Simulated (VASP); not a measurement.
# HOs (P-6m2) in VASP: relaxation of cell and atoms with PBE

Aim: the relaxation of cell and atoms of HOs with PBE.

All numbers are computed with VASP 6.6.1; they aren't measurements. Logs are shortened: lines on timing, memory, paths and dates and some standing lists are left out, and cuts for length are marked.

## Step 1: The cell of the first run

The structure is hexagonal, space group P-6m2 (No. 187). Conventional cell: a = 2.694 Å, b = 2.694 Å, c = 2.853 Å, α = 90.00°, β = 90.00°, γ = 120.00°. H (site symmetry -6m2) has 6 Os at 2.11 Å and 8 H at 2.69 to 2.85 Å within 2.9 Å. Os (site symmetry -6m2) has 6 H at 2.11 Å and 8 Os at 2.69 to 2.85 Å within 2.9 Å.

## Step 2: Relaxation of cell and atoms, PBE

Input file INCAR:

```
ALGO = Normal ; EDIFF = 1E-6
EDIFFG = -0.01 ; ENCUT = 600
GGA = PE ; IBRION = 2
ISIF = 3 ; ISMEAR = 0
LASPH = True ; LCHARG = False
LREAL = False ; LWAVE = False
NELM = 100 ; NSW = 100
PREC = Accurate ; SIGMA = 0.1
```

Input file KPOINTS:

```
k-points
0
Gamma
  24 24 20
```

Input file POSCAR:

```
HOs
1.0
    2.6944084042      0.0000000000      0.0000000000
   -1.3472042021      2.3334261262      0.0000000000
    0.0000000000      0.0000000000      2.8533180786
H Os
1 1
Direct
    0.0000000000      0.0000000000      0.0000000000
    0.6666666667      0.3333333333      0.5000000000
```

Potentials or basis: VASP PAW PBE potentials, release 64 (H, Os).

On the command line:

```
cat potpaw_PBE.64/H/POTCAR potpaw_PBE.64/Os/POTCAR > POTCAR
mpirun -np 1 vasp_std > vasp.out
```

OUTCAR:

```text
EDIFF = 1E-6
   EDIFFG = -0.01
   ENCUT = 600
   GGA = PE
   IBRION = 2
   ISIF = 3
   ISMEAR = 0
   LASPH = True
   LREAL = False
   NELM = 100
   NSW = 100
   PREC = Accurate

 ion  position               nearest neighbor table
   1  0.000  0.000  0.000-   2 2.11   2 2.11   2 2.11   2 2.11   2 2.11   2 2.11
   2  0.667  0.333  0.500-   1 2.11   1 2.11   1 2.11   1 2.11   1 2.11   1 2.11

  LATTYP: Found a hexagonal cell.
 ALAT       =     2.6944084042
 C/A-ratio  =     1.0589775752

  Lattice vectors:

 A1 = (   2.6944084042,   0.0000000000,   0.0000000000)
 A2 = (  -1.3472042021,   2.3334261262,   0.0000000000)
 A3 = (   0.0000000000,   0.0000000000,   2.8533180786)

Analysis of symmetry for initial positions (statically):
=====================================================================
 Subroutine PRICEL returns:
 Original cell was already a primitive cell.

 Routine SETGRP: Setting up the symmetry group for a
 hexagonal supercell.

 Subroutine GETGRP returns: Found 12 space group operations
 (whereof 12 operations were pure point group operations)
 out of a pool of 24 trial point group operations.

The static configuration has the point symmetry D_3h.

Analysis of symmetry for dynamics (positions and initial velocities):
=====================================================================
 Subroutine PRICEL returns:
 Original cell was already a primitive cell.

 Routine SETGRP: Setting up the symmetry group for a
 hexagonal supercell.

 Subroutine GETGRP returns: Found 12 space group operations
 (whereof 12 operations were pure point group operations)
 out of a pool of 24 trial point group operations.

The dynamic configuration has the point symmetry D_3h.

 Subroutine INISYM returns: Found 12 space group operations
 (whereof 12 operations are pure point group operations),
 and found     1 'primitive' translations

----------------------------------------------------------------------------------------

                                     Primitive cell

  volume of cell :      17.9394

  direct lattice vectors                    reciprocal lattice vectors
     2.694408404  0.000000000  0.000000000     0.371138985  0.214277193  0.000000000
    -1.347204202  2.333426126  0.000000000     0.000000000  0.428554386  0.000000000
     0.000000000  0.000000000  2.853318079     0.000000000  0.000000000  0.350469163

  length of vectors
     2.694408404  2.694408404  2.853318079     0.428554386  0.428554386  0.350469163

  position of ions in fractional coordinates (direct lattice)
     0.000000000  0.000000000  0.000000000
     0.666666667  0.333333333  0.500000000

  ion indices of the primitive-cell ions
   primitive index   ion index
                 1           1
                 2           2

----------------------------------------------------------------------------------------

 KPOINTS: k-points

Automatic generation of k-mesh.
 Grid dimensions read from file:
 generate k-points for:   24   24   20

 Generating k-lattice:

  Cartesian coordinates                     Fractional coordinates (reciprocal lattice)
     0.015464124  0.008928216  0.000000000     0.041666667  0.000000000  0.000000000
     0.000000000  0.017856433  0.000000000     0.000000000  0.041666667  0.000000000
     0.000000000  0.000000000  0.017523458     0.000000000  0.000000000  0.050000000

  Length of vectors
     0.017856433  0.017856433  0.017523458

  Shift w.r.t. Gamma in fractional coordinates (k-lattice)
     0.000000000  0.000000000  0.000000000

 Subroutine IBZKPT returns following result:
 ===========================================

 Found    671 irreducible k-points:

 Following reciprocal coordinates:
            Coordinates               Weight
  0.000000  0.000000  0.000000      1.000000
  0.041667  0.000000  0.000000      6.000000
  0.083333  0.000000  0.000000      6.000000
  0.125000  0.000000  0.000000      6.000000
  0.166667  0.000000  0.000000      6.000000
  0.208333  0.000000  0.000000      6.000000
[... 16 lines left out ...]
  0.416667  0.041667  0.000000     12.000000
  0.458333  0.041667  0.000000     12.000000
 [... further k-points ...]
   k-points           NKPTS =    671   k-points in BZ     NKDIM =    671   number of bands    NBANDS=      8
   number of dos      NEDOS =    301   number of ions     NIONS =      2
   total plane-waves  NPLWV =  13824
   dimension x,y,z NGX =    24 NGY =   24 NGZ =   24
   dimension x,y,z NGXF=    48 NGYF=   48 NGZF=   48
   ions per type =               1   1
   NGX,Y,Z   is equivalent  to a cutoff of  14.81, 14.81, 13.98 a.u.
   NGXF,Y,Z  is equivalent  to a cutoff of  29.62, 29.62, 27.97 a.u.
 SYSTEM =  unknown system
   PREC   = accura    normal or accurate (medium, high low for compatibility)
   ISTART =      0    job   : 0-new  1-cont  2-samecut
   ICHARG =      2    charge: 1-file 2-atom 10-const
   ISPIN  =      1    spin polarized calculation?
   LNONCOLLINEAR =      F non collinear calculations
   LSORBIT =      F    spin-orbit coupling
   LASPH  =      T    aspherical Exc in radial PAW
   ENCUT  =  600.0 eV  44.10 Ry    6.64 a.u.   5.38  5.38  5.70*2*pi/ulx,y,z
   NELM   =    100;   NELMIN=  2; NELMDL= -5     # of ELM steps
   EDIFF  = 0.1E-05   stopping-criterion for ELM
   LREAL  =      F    real-space projection
   EDIFFG = -.1E-01   stopping-criterion for IOM
   NSW    =    100    number of steps for IOM
   IBRION =      2    ionic relax: 0-MD 1-quasi-New 2-CG
   NFREE  =      1    steps in history (QN), initial steepest desc. (CG)
   ISIF   =      3    stress and relaxation
   ISYM   =      2    0-nonsym 1-usesym 2-fastsym
   POTIM  = 0.5000    time-step for ionic-motion
   TEBEG  =    0.0;   TEEND  =   0.0 temperature during run
   PSTRESS=    0.0 pullay stress
   NELECT =       9.0000    total number of electrons
   NUPDOWN=      -1.0000    fix difference up-down
   EMIN   =  10.00;   EMAX   =-10.00  energy-range for DOS
   EFERMI =   0.00;   METHOD = LEGACY
   ISMEAR =     0;   SIGMA  =   0.10  broadening in eV -4-tet -1-fermi 0-gaus
   EFERMI_NEDOS =   21; number of points for ismear=-14 and -15
   IALGO  =     38    algorithm
   IMIX   =      4    mixing-type and parameters
     AMIX     =   0.40;   BMIX     =  1.00
     AMIX_MAG =   1.60;   BMIX_MAG =  1.00
  volume/ion in A,a.u.               =       8.97        60.53
  Fermi-wavevector in a.u.,A,eV,Ry     =   1.300828  2.458208 23.023135  1.692153
  Thomas-Fermi vector in A             =   2.432001
   LORBIT       =      0    0 simple, 1 ext, 2 COOP (PROOUT), +10 PAW based schemes
   GGA     = PE    functional components
   LHFCALC =     F    Hartree Fock is set to
   AEXX    =    0.0000 exact exchange contribution
   IVDW    =     0    specifies the selected vdW correction
   LEPSILON=     F    determine dielectric tensor
   LRPA    =     F    only Hartree local field effects (RPA)
 conjugate gradient relaxation of ions
 non-spin polarized calculation
 Gauss-broadening in eV      SIGMA  =   0.10
  energy-cutoff  :      600.00
  volume of cell :       17.94
 maximum number of plane-waves:       624
 NGX is ok and might be reduce to    24
   NGX = 11   NGY = 11   NGZ = 11

--------------------------------------- Ionic step        1  -------------------------------------------

 number of electron       8.9999999 magnetization

 Free energy of the ion-electron system (eV)
  ---------------------------------------------------
  ext. energy  EPLUGINS =         0.00000000
  ---------------------------------------------------
  free energy    TOTEN  =       -13.12560144 eV

  energy without entropy =      -13.11745339  energy(sigma->0) =      -13.12152742

------------------------ aborting loop because EDIFF is reached ----------------------------------------

  FORCE on cell =-STRESS in cart. coord.  units (eV):
  Direction    XX          YY          ZZ          XY          YZ          ZX
  --------------------------------------------------------------------------------------
  -------------------------------------------------------------------------------------
  Total        0.3528292      0.3528292     -0.7998014      0.0000000      0.0000000     -0.0000000
  in kB       31.5113766     31.5113766    -71.4307310      0.0000000      0.0000000     -0.0000000
  external PRESSURE =      -2.8026593 kB  Pullay stress =       0.0000000 kB
[... 129 lines left out ...]
  energy  without entropy=      -13.1340058409  energy(sigma->0) =      -13.13740687

--------------------------------------- Ionic step        5  -------------------------------------------

 number of electron       9.0000000 magnetization

 Free energy of the ion-electron system (eV)
  ---------------------------------------------------
  ext. energy  EPLUGINS =         0.00000000
  ---------------------------------------------------
  free energy    TOTEN  =       -13.14148058 eV

  energy without entropy =      -13.13458712  energy(sigma->0) =      -13.13803385

 E-fermi :   7.5802     XC(G=0): -13.1979

 val. band max:        7.5795478787   @ k =   0.2500   0.0417   0.1500
 cond. band min:       7.5877184869   @ k =   0.1250   0.0000   0.5000
 fundamental gap:      0.0081706083
 Fermi energy:         7.5801610657

 k-point     1 :       0.0000    0.0000    0.0000
  band No.  band energies     occupation
      1      -4.4853      2.00000
      2       2.0536      2.00000
      3       5.0466      2.00000
      4       5.0466      2.00000
      5       9.2555      0.00000
      6       9.2555      0.00000
      7      15.7457      0.00000
      8      18.2621      0.00000
[... 243 lines left out ...]
 k-point    24 :       0.4583    0.0417    0.0000
  band No.  band energies     occupation
      1      -0.6392      2.00000
      2       3.0631      2.00000
      3       3.9050      2.00000
      4       5.6281      2.00000
      5       8.4416      0.00000
      6      10.2284      0.00000
      7      13.9685      0.00000
      8      17.9284      0.00000

 [... further k-points ...]

------------------------ aborting loop because EDIFF is reached ----------------------------------------

  FORCE on cell =-STRESS in cart. coord.  units (eV):
  Direction    XX          YY          ZZ          XY          YZ          ZX
  --------------------------------------------------------------------------------------
  -------------------------------------------------------------------------------------
  Total       -0.0065867     -0.0065867      0.0093565      0.0000000      0.0000000      0.0000000
  in kB       -0.5928505     -0.5928505      0.8421477      0.0000000      0.0000000      0.0000000
  external PRESSURE =      -0.1145177 kB  Pullay stress =       0.0000000 kB
[... 17 lines left out ...]
  FREE ENERGIE OF THE ION-ELECTRON SYSTEM (eV)
  ---------------------------------------------------
  free  energy   TOTEN  =       -13.1414805840 eV

  energy  without entropy=      -13.1345871199  energy(sigma->0) =      -13.13803385

 reached required accuracy - stopping structural energy minimisation
```

Run time: 3 min. Hardware: 1 thread of Intel Xeon 6975P-C (Granite Rapids), shared host; peak memory 0.28 GiB.

Results:

* Free energy: -13.1415 eV
* Relaxed volume: 8.90 Å³/atom
* Relaxed cell: a = 2.723 Å, b = 2.723 Å, c = 2.772 Å, α = 90.00°, β = 90.00°, γ = 120.00°
* Space group after relaxing (to 0.1 Å): P-6m2 (No. 187)
* Energy gained by relaxing: 7.9 meV/atom
* Ionic steps: 5
* Pressure after relaxing: 0.0 GPa
* Band gap on the k mesh: zero (an odd number of electrons rules out a gap without spin polarisation)

Stress tensor (GPa, compression positive):
```
-0.06  0.00  0.00
 0.00 -0.06  0.00
 0.00  0.00  0.08
```

Step by step:
| step | energy change (eV) | largest force (eV/Å) | pressure (GPa) | volume (Å³) |
| --- | --- | --- | --- | --- |
| 1 | 0.0000 | 0.0000 | -0.28 | 17.94 |
| 2 | -0.0143 | 0.0000 | -1.07 | 17.89 |
| 3 | -0.0156 | 0.0000 | -1.19 | 17.87 |
| 4 | -0.0152 | 0.0000 | 1.91 | 17.69 |
| 5 | -0.0159 | 0.0000 | -0.01 | 17.80 |

Final structure:
```
H Os
1.0
     2.72296    0.00000    0.00000
    -1.36148    2.35815    0.00000
     0.00000    0.00000    2.77217
H Os
1 1
Direct
  0.00000 0.00000 0.00000
  0.66667 0.33333 0.50000
```

Caveat: spin-orbit coupling is left out, which moves the levels of the heavy elements; an odd number of electrons without spin polarisation forces a metal; a magnetic or distorted state may lie lower.
